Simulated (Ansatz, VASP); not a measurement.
# One calculation of P, two programs

```
P
1.0
     5.75008    0.00000    0.00000
     0.00000    5.75008    0.00000
     0.00000    0.00000    2.40320
P
4
Direct
  0.70062 0.00000 0.00000
  0.29938 0.00000 0.00000
  0.00000 0.70062 0.00000
  0.00000 0.29938 0.00000
```

Alike in both runs: functional PBE; k mesh 8 × 8 × 20; occupations gaussian, width 0.1 eV; no spin polarisation.

Ansatz relaxed the structure, and its values are those at the end. VASP's run is a single point on that final structure, the one shown.

|  | VASP | Ansatz |
| --- | --- | --- |
| version | VASP 6.6.1 | Ansatz 0.2.0 |
| potentials or method | VASP PAW PBE potentials, release 64 (P), cutoff 520 eV | scalar-relativistic, plane waves, PAW |
| valence electrons in the cell | 20 | 20 |

```csv
,VASP,Ansatz,Ansatz less VASP
gap on the k mesh at the Fermi level (eV),none,none,-
pressure (GPa),-0.2,0.0,+0.19
```

A gap of «none» marks a metal or a gap that the smearing closes.
